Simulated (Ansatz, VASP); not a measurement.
**Two plane-wave programs on Ca**

The input POSCAR:

```
Ca
1.0
    3.6415491414      0.0000000000      0.0000000000
    0.0000000000      3.6415491414      0.0000000000
    0.0000000000      0.0000000000      3.6415491414
Ca
1
Direct
    0.0000000000      0.0000000000      0.0000000000
```

File INCAR.step1:

```
PREC = Accurate ; ENCUT = 520
ISMEAR = -1 ; SIGMA = 0.1
LREAL = F ; LASPH = T
NELM = 100 ; NBANDS = 11
GGA = PE ; ALGO = Normal
EDIFF = 1E-4 ; LWAVE = T
LCHARG = F
```

INCAR.step2

```
PREC = Accurate ; ENCUT = 520
EDIFF = 1E-6 ; ISMEAR = -1
SIGMA = 0.1 ; LREAL = F
LASPH = T ; NELM = 100
ALGO = Normal ; ISIF = 2
LWAVE = F ; LCHARG = F
METAGGA = R2SCAN ; LMIXTAU = T
NBANDS = 11 ; ISTART = 1
```

The input KPOINTS:

```
regular mesh
0
Gamma
  10 10 10
```

Input for Ansatz:

```yaml
crystal:
  lattice:
    - [3.6415491414, 0.0, 0.0]
    - [0.0, 3.6415491414, 0.0]
    - [0.0, 0.0, 3.6415491414]
  atoms:
    - { symbol: Ca, position: [0.0, 0.0, 0.0] }
hamiltonian:
  xc: r2scan
  pseudopotentials:
    kind: paw
    azcp:
      Ca: "pseudopotentials/Ca.paw.azcp"
basis:
  ecutwfc: 500
  fft_grid_basis: typed
kpoints:
  mp_grid: { grid: [10, 10, 10], shift: [0, 0, 0] }
magnetization:
  spin_polarized: false
scf:
  occupations: { method: fermi_dirac, width: 0.1 }
  lower_state_search: "off"
output:
  stress: true
```

Alike in both runs: task single point; functional r2SCAN; k mesh 10 × 10 × 10; occupations fermi-dirac, width 0.1 eV; no spin polarisation.

|  | VASP | Ansatz |
| --- | --- | --- |
| version | VASP 6.6.1 | Ansatz 0.2.0 |
| potentials or method | VASP PAW PBE potentials, release 64 (Ca_sv), cutoff 520 eV | plane waves (500 eV) with PAW, scalar-relativistic |
| valence electrons in the cell | 10 | 10 |

|  | VASP | Ansatz | Ansatz less VASP |
| --- | --- | --- | --- |
| pressure (GPa) | -1.1 | -1.1 | -0.04 |

VASP's potentials were made for PBE, not for r2SCAN.
